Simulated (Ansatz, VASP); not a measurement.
**One calculation of Ge3Te2S, two programs**

```xyz
6
Lattice="6.2051 0.0000 0.0000 -3.1026 5.3738 0.0000 0.0000 0.0000 4.5830" Properties=species:S:1:pos:R:3 pbc="T T T"
Ge   -1.5513    2.6869    4.5602
Ge    3.1026    0.0000    4.5602
Ge    1.5513    2.6869    4.5602
Te    3.1026    1.7913    2.2738
Te    0.0000    3.5825    2.2738
S     0.0000    0.0000    0.8828
```

Change from the starting cell: species swapped into the NaSn2Pd3 type (P6mm, No. 183).

Alike in both runs: task relaxation of cell and atoms; functional PBE; k mesh 3 × 3 × 4; occupations gaussian, width 0.1 eV; no spin polarisation.

|  | VASP | Ansatz |
| --- | --- | --- |
| version | VASP 6.6.1 | Ansatz 0.2.0 |
| potentials or method | VASP PAW PBE potentials, release 64 (Ge_d, Te, S), cutoff 600 eV | scalar-relativistic, plane waves, PAW |
| valence electrons in the cell | 60 | 80 |

|  | VASP | Ansatz | Ansatz less VASP |
| --- | --- | --- | --- |
| gap on the k mesh at the Fermi level, each at its own relaxed structure (eV) | none | none | - |
| relaxed volume (Å³/atom) | 29.74 | 29.25 | -0.493 |
| relaxed length of the cell vector where the two differ most in proportion (Å) | 5.119 | 5.043 | -0.0768 |

A gap of «none» marks a metal or a gap that the smearing closes. VASP's potentials hold 60 valence electrons a cell and Ansatz's 80, so a difference there can come from the potentials and not from the codes.

The k mesh is coarse, so the values compare programs but aren't converged. Neither program's run includes spin-orbit coupling. Noted on VASP's run: the volume moved by over 15 % at a fixed basis, so the end points are rough.
